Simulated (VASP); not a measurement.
Runs of VASP 6.6.1 on Al3BP2. The structure is that of space group P6/mmm (No. 191), or close to it. The cells are those of the table. 

| task | potentials or basis | cell | cutoff (eV) | second run | gap on the mesh (eV) | pressure (GPa) | relaxed volume (Å³/atom) |
| --- | --- | --- | --- | --- | --- | --- | --- |
| single point | VASP PAW PBE potentials, release 64 (Al, B, P) | a = 4.049, b = 4.049, c = 6.356 Å, angles 90.0, 90.0, 120.0°, 6 atoms | 520 | - | none | 45.5 | - |
| relaxation of cell and atoms | VASP PAW PBE potentials, release 64 (Al, B_h, P) | relaxed from a = 4.049, b = 4.049, c = 6.356 Å, angles 90.0, 90.0, 120.0°, 6 atoms | 910 | hard_potentials | none | 0.2 | (a) |
| single point | VASP PAW PBE potentials, release 64 (Al, B, P) | a = 5.839, b = 5.839, c = 3.643 Å, angles 90.0, 90.0, 120.0°, 6 atoms | 520 | - | none | -0.4 | - |
| relaxation of cell and atoms | VASP PAW PBE potentials, release 64 (Al, B, P) | relaxed from a = 4.049, b = 4.049, c = 6.356 Å, angles 90.0, 90.0, 120.0°, 6 atoms | 600 | - | none | 0.2 | 18.07 |

Alike in all rows: level PBE; no spin polarisation; k mesh 6 × 6 × 4; smearing gaussian 0.1 eV.

Question: Estimate the missing entries.

Answer: (a) 18.05.

Caveats: some runs use coarse meshes; the volume moved by over 15 % at a fixed basis, so the end points are rough (some runs).

A gap of «none» marks levels without a gap at the run's occupations.
